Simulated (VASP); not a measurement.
A run of VASP 6.6.1:

INCAR

```
SYSTEM = ZnPt
ALGO = Fast
EDIFF = 1E-6
ENCUT = 520
ISIF = 2
ISMEAR = 0
LASPH = .True.
LCHARG = .True.
LELF = .True.
LREAL = .False.
LVHAR = .True.
LWAVE = .False.
NBANDS = 18
NELM = 100
PREC = Accurate
SIGMA = 0.15
```

Contents of KPOINTS:

```
k-points
0
Gamma
  16 16 14
  0 0 0
```

Contents of POSCAR:

```
ZnPt
1.0
    2.8640000000      0.0214800000      0.0000000000
    0.0214800000      2.8640000000      0.0000000000
    0.0000000000      0.0000000000      3.5100000000
Zn Pt
1 1
Direct
    0.5000000000      0.5000000000      0.5000000000
    0.0000000000      0.0000000000      0.0000000000
```

Potentials or basis: VASP PAW LDA potentials, release 64 (Zn, Pt).

Run with:

```bash
$ cat potpaw_LDA.64/Zn/POTCAR potpaw_LDA.64/Pt/POTCAR > POTCAR
$ mpirun -np 1 vasp_std > vasp.out
```

Hardware: 1 thread of Oxide Virtual Turin-like Processor, on a shared host.

Task: Estimate the wall time of this run.

Result: Run time: 4.8 min on 1 thread of Oxide Virtual Turin-like Processor (shared host), peak memory 0.36 GiB. Counts: scf iterations 13, k points 584.
